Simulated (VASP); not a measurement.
# La (P6_3/mmc) in VASP: further runs

Runs on La. Level: LDA. Tasks: relaxation of cell and atoms.

Everything below comes from runs of VASP 6.6.1. Logs are shortened: lines on timing, memory, paths and dates and some standing lists are left out, and cuts for length are marked.

## (1) The cell of the first run

Symmetry: P6_3/mmc, No. 194, hexagonal system. The conventional cell has a = 3.576 Å, b = 3.576 Å, c = 5.916 Å, α = 90.00°, β = 90.00°, γ = 120.00°. Within 4.7 Å of La (site symmetry -6m2) lie 12 La at 3.58 to 3.61 Å.

## (2) Relaxation of cell and atoms, LDA, target pressure 1 GPa, at which the enthalpy is minimised

INCAR reads:

```
  PREC = Accurate
  ENCUT = 600
  EDIFF = 1E-6
  ISMEAR = -1
  SIGMA = 0.1
  LREAL = False
  LASPH = True
  NELM = 100
  ALGO = Normal
  ISIF = 3
  LWAVE = False
  LCHARG = False
  GGA = CA
  IBRION = 2
  NSW = 100
  EDIFFG = -0.002
  PSTRESS = 10.0
```

KPOINTS reads:

```
Automatic mesh
0
Gamma
  14 14 8
```

POSCAR reads:

```
La
1.0
    3.5759633762      0.0000000000      0.0000000000
   -1.7879816881      3.0968751268      0.0000000000
    0.0000000000      0.0000000000      5.9163538279
La
2
Direct
    0.3333333333      0.6666666667      0.2500000000
    0.6666666667      0.3333333333      0.7500000000
```

Potentials or basis: VASP PAW LDA potentials, release 64 (La).

Started as:

```sh
$ cat potpaw_LDA.64/La/POTCAR > POTCAR
$ mpirun -np 1 vasp_std > vasp.out
```

OUTCAR:

```text
PREC = Accurate
   ENCUT = 600
   EDIFF = 1E-6
   ISMEAR = -1
   LREAL = False
   LASPH = True
   NELM = 100
   ISIF = 3
   GGA = CA
   IBRION = 2
   NSW = 100
   EDIFFG = -0.002
   PSTRESS = 10.0

 ion  position               nearest neighbor table
   1  0.333  0.667  0.250-   2 3.61   2 3.61   2 3.61   2 3.61   2 3.61   2 3.61
   2  0.667  0.333  0.750-   1 3.61   1 3.61   1 3.61   1 3.61   1 3.61   1 3.61

  LATTYP: Found a hexagonal cell.
 ALAT       =     3.5759633762
 C/A-ratio  =     1.6544783057

  Lattice vectors:

 A1 = (   3.5759633762,   0.0000000000,   0.0000000000)
 A2 = (  -1.7879816881,   3.0968751268,   0.0000000000)
 A3 = (   0.0000000000,   0.0000000000,   5.9163538279)

Analysis of symmetry for initial positions (statically):
=====================================================================
 Subroutine PRICEL returns:
 Original cell was already a primitive cell.

 Routine SETGRP: Setting up the symmetry group for a
 hexagonal supercell.

 Subroutine GETGRP returns: Found 24 space group operations
 (whereof 12 operations were pure point group operations)
 out of a pool of 24 trial point group operations.

The static configuration has the point symmetry D_3d.
 The point group associated with its full space group is D_6h.

Analysis of symmetry for dynamics (positions and initial velocities):
=====================================================================
 Subroutine PRICEL returns:
 Original cell was already a primitive cell.

 Routine SETGRP: Setting up the symmetry group for a
 hexagonal supercell.

 Subroutine GETGRP returns: Found 24 space group operations
 (whereof 12 operations were pure point group operations)
 out of a pool of 24 trial point group operations.

The dynamic configuration has the point symmetry D_3d.
 The point group associated with its full space group is D_6h.

 Subroutine INISYM returns: Found 24 space group operations
 (whereof 12 operations are pure point group operations),
 and found     1 'primitive' translations

----------------------------------------------------------------------------------------

                                     Primitive cell

  volume of cell :      65.5195

  direct lattice vectors                    reciprocal lattice vectors
     3.575963376  0.000000000  0.000000000     0.279644922  0.161453071  0.000000000
    -1.787981688  3.096875127  0.000000000     0.000000000  0.322906142  0.000000000
     0.000000000  0.000000000  5.916353828     0.000000000  0.000000000  0.169023021

  length of vectors
     3.575963376  3.575963376  5.916353828     0.322906142  0.322906142  0.169023021

  position of ions in fractional coordinates (direct lattice)
     0.333333333  0.666666667  0.250000000
     0.666666667  0.333333333  0.750000000

  ion indices of the primitive-cell ions
   primitive index   ion index
                 1           1
                 2           2

----------------------------------------------------------------------------------------

 KPOINTS: Automatic mesh

Automatic generation of k-mesh.
 Grid dimensions read from file:
 generate k-points for:   14   14    8

 Generating k-lattice:

  Cartesian coordinates                     Fractional coordinates (reciprocal lattice)
     0.019974637  0.011532362  0.000000000     0.071428571  0.000000000  0.000000000
     0.000000000  0.023064724  0.000000000     0.000000000  0.071428571  0.000000000
     0.000000000  0.000000000  0.021127878     0.000000000  0.000000000  0.125000000

  Length of vectors
     0.023064724  0.023064724  0.021127878

  Shift w.r.t. Gamma in fractional coordinates (k-lattice)
     0.000000000  0.000000000  0.000000000

 Subroutine IBZKPT returns following result:
 ===========================================

 Found    120 irreducible k-points:

 Following reciprocal coordinates:
            Coordinates               Weight
  0.000000  0.000000  0.000000      1.000000
  0.071429 -0.000000  0.000000      6.000000
  0.142857 -0.000000  0.000000      6.000000
  0.214286  0.000000  0.000000      6.000000
  0.285714  0.000000  0.000000      6.000000
  0.357143 -0.000000  0.000000      6.000000
[... 16 lines left out ...]
  0.285714  0.285714  0.000000      6.000000
  0.357143  0.285714  0.000000      6.000000
 [... further k-points ...]
   k-points           NKPTS =    120   k-points in BZ     NKDIM =    120   number of bands    NBANDS=     15
   number of dos      NEDOS =    301   number of ions     NIONS =      2
   total plane-waves  NPLWV =  43200
   dimension x,y,z NGX =    30 NGY =   30 NGZ =   48
   dimension x,y,z NGXF=    60 NGYF=   60 NGZF=   96
   ions per type =               2
   NGX,Y,Z   is equivalent  to a cutoff of  13.95, 13.95, 13.49 a.u.
   NGXF,Y,Z  is equivalent  to a cutoff of  27.89, 27.89, 26.98 a.u.
 SYSTEM =  unknown system
   PREC   = accura    normal or accurate (medium, high low for compatibility)
   ISTART =      0    job   : 0-new  1-cont  2-samecut
   ICHARG =      2    charge: 1-file 2-atom 10-const
   ISPIN  =      1    spin polarized calculation?
   LNONCOLLINEAR =      F non collinear calculations
   LSORBIT =      F    spin-orbit coupling
   LASPH  =      T    aspherical Exc in radial PAW
   ENCUT  =  600.0 eV  44.10 Ry    6.64 a.u.   7.14  7.14 11.82*2*pi/ulx,y,z
   NELM   =    100;   NELMIN=  2; NELMDL= -5     # of ELM steps
   EDIFF  = 0.1E-05   stopping-criterion for ELM
   LREAL  =      F    real-space projection
   EDIFFG = -.2E-02   stopping-criterion for IOM
   NSW    =    100    number of steps for IOM
   IBRION =      2    ionic relax: 0-MD 1-quasi-New 2-CG
   NFREE  =      1    steps in history (QN), initial steepest desc. (CG)
   ISIF   =      3    stress and relaxation
   ISYM   =      2    0-nonsym 1-usesym 2-fastsym
   POTIM  = 0.5000    time-step for ionic-motion
   TEBEG  =    0.0;   TEEND  =   0.0 temperature during run
   PSTRESS=   10.0 pullay stress
   NELECT =      22.0000    total number of electrons
   NUPDOWN=      -1.0000    fix difference up-down
   EMIN   =  10.00;   EMAX   =-10.00  energy-range for DOS
   EFERMI =   0.00;   METHOD = LEGACY
   ISMEAR =    -1;   SIGMA  =   0.10  broadening in eV -4-tet -1-fermi 0-gaus
   EFERMI_NEDOS =   21; number of points for ismear=-14 and -15
   IALGO  =     38    algorithm
   IMIX   =      4    mixing-type and parameters
     AMIX     =   0.40;   BMIX     =  1.00
     AMIX_MAG =   1.60;   BMIX_MAG =  1.00
  volume/ion in A,a.u.               =      32.76       221.07
  Fermi-wavevector in a.u.,A,eV,Ry     =   1.137869  2.150260 17.616073  1.294745
  Thomas-Fermi vector in A             =   2.274573
   LORBIT       =      0    0 simple, 1 ext, 2 COOP (PROOUT), +10 PAW based schemes
   GGA     = CA    functional components
   LHFCALC =     F    Hartree Fock is set to
   AEXX    =    0.0000 exact exchange contribution
   IVDW    =     0    specifies the selected vdW correction
   LEPSILON=     F    determine dielectric tensor
   LRPA    =     F    only Hartree local field effects (RPA)
 conjugate gradient relaxation of ions
 non-spin polarized calculation
  energy-cutoff  :      600.00
  volume of cell :       65.52
 maximum number of plane-waves:      2208
 NGX is ok and might be reduce to    30
   NGX = 15   NGY = 15   NGZ = 23

--------------------------------------- Ionic step        1  -------------------------------------------

 number of electron      21.9999999 magnetization

 Free energy of the ion-electron system (eV)
  ---------------------------------------------------
  ext. energy  EPLUGINS =         0.00000000
  ---------------------------------------------------
  free energy    TOTEN  =       -11.14215935 eV

  energy without entropy =      -11.02698106  energy(sigma->0) =      -11.08457020

------------------------ aborting loop because EDIFF is reached ----------------------------------------

  FORCE on cell =-STRESS in cart. coord.  units (eV):
  Direction    XX          YY          ZZ          XY          YZ          ZX
  --------------------------------------------------------------------------------------
  -------------------------------------------------------------------------------------
  Total       -0.0375262     -0.0375262     -0.0313797      0.0000000      0.0000000      0.0000000
  in kB       -0.9176448     -0.9176448     -0.7673400      0.0000000      0.0000000      0.0000000
  external PRESSURE =     -10.8675432 kB  Pullay stress =      10.0000000 kB
[... 175 lines left out ...]
  enthalpy is  TOTEN    =       -10.7415917241 eV   P V=        0.3936865497

--------------------------------------- Ionic step        6  -------------------------------------------

 number of electron      22.0000001 magnetization

 Free energy of the ion-electron system (eV)
  ---------------------------------------------------
  ext. energy  EPLUGINS =         0.00000000
  ---------------------------------------------------
  free energy    TOTEN  =       -11.13525714 eV

  energy without entropy =      -11.02359652  energy(sigma->0) =      -11.07942683

 E-fermi :   9.3233     XC(G=0): -10.4460

 val. band max:        9.3212342015   @ k =   0.2143   0.0714   0.5000
 cond. band min:       9.3254919515   @ k =   0.3571   0.2143   0.3750
 fundamental gap:      0.0042577500
 Fermi energy:         9.3233098980

 k-point     1 :       0.0000    0.0000    0.0000
  band No.  band energies     occupation
      1     -23.2590      2.00000
      2     -22.9096      2.00000
      3      -7.9964      2.00000
      4      -6.0546      2.00000
      5      -6.0546      2.00000
      6      -5.8490      2.00000
      7      -5.7979      2.00000
      8      -5.7979      2.00000
      9       6.3505      2.00000
     10       7.4393      2.00000
     11      10.2854      0.00013
     12      10.7902      0.00000
     13      10.7902      0.00000
     14      10.8885      0.00000
     15      10.9670      0.00000
[... 397 lines left out ...]
 k-point    24 :       0.3571    0.2857    0.0000
  band No.  band energies     occupation
      1     -22.8032      2.00000
      2     -22.7741      2.00000
      3      -7.5521      2.00000
      4      -7.2411      2.00000
      5      -7.1898      2.00000
      6      -6.8158      2.00000
      7      -6.7531      2.00000
      8      -6.5783      2.00000
      9       7.6478      2.00000
     10       9.4851      0.33086
     11       9.6969      0.04660
     12      10.1062      0.00080
     13      10.2532      0.00018
     14      10.3376      0.00008
     15      11.0613      0.00000

 [... further k-points ...]

------------------------ aborting loop because EDIFF is reached ----------------------------------------

  FORCE on cell =-STRESS in cart. coord.  units (eV):
  Direction    XX          YY          ZZ          XY          YZ          ZX
  --------------------------------------------------------------------------------------
  -------------------------------------------------------------------------------------
  Total        0.3906550      0.3906550      0.3960219     -0.0000000     -0.0000000      0.0000000
  in kB        9.9257400      9.9257400     10.0621008     -0.0000000     -0.0000000      0.0000000
  external PRESSURE =      -0.0288064 kB  Pullay stress =      10.0000000 kB
[... 17 lines left out ...]
  FREE ENERGIE OF THE ION-ELECTRON SYSTEM (eV)
  ---------------------------------------------------
  free  energy   TOTEN  =       -11.1352571365 eV

  energy  without entropy=      -11.0235965170  energy(sigma->0) =      -11.07942683

  enthalpy is  TOTEN    =       -10.7416793776 eV   P V=        0.3935777588

 reached required accuracy - stopping structural energy minimisation
```

Run time: 15 min. Hardware: 1 thread of Oxide Virtual Turin-like, shared host; peak memory 0.26 GiB.

What came out:

```yaml
Free_energy: -11.1353 eV
Relaxed_volume: 31.53 Å³/atom
Relaxed_cell: a = 3.525 Å, b = 3.525 Å, c = 5.859 Å, α = 90.00°, β = 90.00°, γ = 120.00°
Space_group_after_relaxing_to_0.1_Å: P6_3/mmc (No. 194)
Energy_change_on_relaxing_the_run_minimises_the_enthalpy: +3.5 meV/atom
Ionic_steps: 6
Pressure_after_relaxing: 1.0 GPa
Band_gap_on_the_k_mesh: zero (bands 11 and 12 overlap by 1.65 eV)
```

The path:
| step | energy change (eV) | largest force (eV/Å) | pressure (GPa) | volume (Å³) |
| --- | --- | --- | --- | --- |
| 1 | 0.0000 | 0.0000 | -0.09 | 65.52 |
| 2 | 0.0049 | 0.0000 | 0.83 | 63.43 |
| 3 | 0.0072 | 0.0000 | 1.01 | 63.04 |
| 4 | 0.0069 | 0.0000 | 0.98 | 63.09 |
| 5 | 0.0069 | 0.0000 | 1.00 | 63.08 |
| 6 | 0.0069 | 0.0000 | 1.00 | 63.06 |

Final structure:
```yaml
crystal:
  lattice:
    - [3.52525, 0.00000, 0.00000]
    - [-1.76263, 3.05296, 0.00000]
    - [0.00000, 0.00000, 5.85908]
  atoms:
    - { symbol: La, position: [0.33333, 0.66667, 0.25000] }
    - { symbol: La, position: [0.66667, 0.33333, 0.75000] }
```

Caveat: the cell is relaxed towards a set pressure, so the run minimises the enthalpy, not the energy; spin-orbit coupling is left out, which moves the levels of the heavy elements. LDA usually gives volumes a few per cent too small.

## (3) Relaxation of cell and atoms, LDA, target pressure 2 GPa, at which the enthalpy is minimised

INCAR reads:

```
  ALGO = Normal
  EDIFF = 1E-6
  EDIFFG = -0.002
  ENCUT = 600
  IBRION = 2
  ISIF = 3
  ISMEAR = -1
  LASPH = T
  LCHARG = F
  LREAL = F
  LWAVE = F
  NELM = 80
  NSW = 100
  PREC = Accurate
  PSTRESS = 20.0
  SIGMA = 0.1
```

KPOINTS reads:

```
k-points
0
Gamma
  14 14 8
```

POSCAR is that of step 2.

Potentials or basis: VASP PAW LDA potentials, release 64 (La).

Started as:

```sh
$ cat potpaw_LDA.64/La/POTCAR > POTCAR
$ mpirun -np 1 vasp_std > vasp.out
```

Wall time 24 min (1 thread of Oxide Virtual Turin-like, shared host); peak memory 0.26 GiB.

The run converged. Its results:

```
Free energy                                                : -11.1156 eV
Relaxed volume                                             : 30.47 Å³/atom
Relaxed cell                                               : a = 3.479 Å, b = 3.479 Å, c = 5.813 Å, α = 90.00°, β = 90.00°, γ = 120.00°
Space group after relaxing (to 0.1 Å)                      : P6_3/mmc (No. 194)
Energy change on relaxing (the run minimises the enthalpy) : +13.3 meV/atom
Ionic steps                                                : 11
Pressure after relaxing                                    : 2.0 GPa
Band gap on the k mesh                                     : zero (bands 11 and 12 overlap by 1.70 eV)
```

Step by step:
```tsv
step	energy change (eV)	largest force (eV/Å)	pressure (GPa)	volume (Å³)
1	0.0000	0.0000	-0.09	65.52
2	0.0199	0.0000	1.70	61.56
3	0.0274	0.0000	2.05	60.92
4	0.0262	0.0000	1.97	61.01
5	0.0262	0.0000	2.00	60.99
6	0.0263	0.0000	2.01	60.98
7	0.0264	0.0000	2.00	60.96
8	0.0269	0.0000	2.00	60.92
9	0.0265	0.0000	2.00	60.95
10	0.0267	0.0000	2.00	60.94
11	0.0266	0.0000	2.00	60.95
```

Final structure:
```xyz
2
Lattice="3.4795 0.0000 0.0000 -1.7397 3.0133 0.0000 0.0000 0.0000 5.8127" Properties=species:S:1:pos:R:3 pbc="T T T"
La    0.0000    2.0089    1.4532
La    1.7397    1.0044    4.3595
```

Levels at points of the mesh, in eV from the Fermi level:
```csv
k point,band 8,band 9,band 10,band 11,band 12,band 13,band 14,band 15
"(0.00, 0.00, 0.00)",-14.99,-2.90,-1.91,0.93,1.49,1.49,1.59,1.67
"(0.50, 0.00, 0.00)",-15.33,-2.09,-1.54,-1.22,1.49,1.49,1.51,1.60
"(0.00, 0.00, 0.50)",-15.13,-1.59,-1.59,0.75,0.75,1.59,1.59,1.59
"(0.50, 0.00, 0.50)",-15.59,-2.02,-2.02,-0.77,-0.77,1.75,1.75,2.03
```

Caveat: the cell is relaxed towards a set pressure, so the run minimises the enthalpy, not the energy; spin-orbit coupling is left out, which moves the levels of the heavy elements.

## (4) Relaxation of cell and atoms, LDA, target pressure 4 GPa, at which the enthalpy is minimised

INCAR reads:

```
SYSTEM = La
PREC = Accurate ; ENCUT = 600
EDIFF = 1E-7 ; ISMEAR = -1
SIGMA = 0.1 ; LREAL = .False.
LASPH = .True. ; NELM = 60
ALGO = Normal ; ISIF = 3
LWAVE = .False. ; LCHARG = .False.
IBRION = 2 ; NSW = 100
EDIFFG = -0.002 ; PSTRESS = 40.0
```

KPOINTS reads:

```
regular mesh
0
Gamma
  14 14 8
  0 0 0
```

POSCAR is that of step 3.

Started as:

```sh
$ cat potpaw_LDA.64/La/POTCAR > POTCAR
$ mpirun -np 1 vasp_std > vasp.out
```

It took 48 min on 1 thread of Oxide Virtual Turin-like, shared host; peak memory 0.26 GiB.

Results (log left out):

```
Free energy                                                : -11.0502 eV
Relaxed volume                                             : 28.70 Å³/atom
Relaxed cell                                               : a = 3.404 Å, b = 3.404 Å, c = 5.720 Å, α = 90.00°, β = 90.00°, γ = 120.00°
Space group after relaxing (to 0.1 Å)                      : P6_3/mmc (No. 194)
Energy change on relaxing (the run minimises the enthalpy) : +46.0 meV/atom
Ionic steps                                                : 20
Pressure after relaxing                                    : 4.0 GPa
Band gap on the k mesh                                     : zero (bands 11 and 12 overlap by 1.79 eV)
```

Step by step:
```csv
step,energy change (eV),largest force (eV/Å),pressure (GPa),volume (Å³)
1,0.0000,0.0000,-0.08,65.52
2,0.0807,0.0000,3.67,57.93
3,0.0938,0.0000,4.06,57.39
4,0.0899,0.0000,3.97,57.54
5,0.0900,0.0000,3.96,57.49
6,0.0916,0.0000,4.00,57.42
7,0.0911,0.0000,3.98,57.44
8,0.0909,0.0000,3.96,57.44
9,0.0909,0.0000,3.93,57.44
10,0.0938,0.0000,4.02,57.33
11,0.0923,0.0000,3.98,57.39
12,0.0932,0.0000,3.95,57.35
13,0.0937,0.0000,4.03,57.33
14,0.0934,0.0000,4.06,57.34
15,0.0933,0.0000,4.03,57.35
16,0.0932,0.0000,4.01,57.35
17,0.0930,0.0000,4.03,57.36
18,0.0932,0.0000,4.00,57.35
19,0.0931,0.0000,4.03,57.36
20,0.0920,0.0000,4.01,57.40
```

Final structure:
```
CELL_PARAMETERS angstrom
3.40411 0.00000 0.00000
-1.70205 2.94804 0.00000
0.00000 0.00000 5.71971
ATOMIC_POSITIONS crystal
La 0.33333 0.66667 0.25000
La 0.66667 0.33333 0.75000
```

Levels at points of the mesh, in eV from the Fermi level:
```
           k point  band 7  band 8  band 9  band 10  band 11  band 12  band 13  band 14  band 15
(0.00, 0.00, 0.00)  -14.75  -14.75   -2.75    -1.94     0.87     1.53     1.53     1.62     1.70
(0.50, 0.00, 0.00)  -15.50  -15.16   -2.28    -1.68    -1.25     1.53     1.54     1.57     1.68
(0.00, 0.00, 0.50)  -14.91  -14.91   -1.49    -1.49     0.83     0.83     1.63     1.63     1.63
(0.50, 0.00, 0.50)  -15.46  -15.46   -2.15    -2.15    -0.92    -0.92     1.83     1.83     2.13
```

Caveat: the cell is relaxed towards a set pressure, so the run minimises the enthalpy, not the energy; spin-orbit coupling is left out, which moves the levels of the heavy elements.

## (5) Summary

| cell | gap on the mesh (eV) | pressure (GPa) |
| --- | --- | --- |
| relaxed to 1 GPa | none | 1.0 |
| relaxed to 2 GPa | none | 2.0 |
| relaxed to 4 GPa | none | 4.0 |

Alike in all rows: task relaxation of cell and atoms; level LDA; potentials or basis VASP PAW LDA potentials, release 64 (La); no spin polarisation; k mesh 14 × 14 × 8; cutoff (eV) 600; smearing fermi-dirac 0.1 eV.

Caveats: the cell is relaxed towards a set pressure, so the run minimises the enthalpy, not the energy; spin-orbit coupling is left out, which moves the levels of the heavy elements.

Total energies depend on the potentials used, so only differences within one code and one set of settings carry meaning.
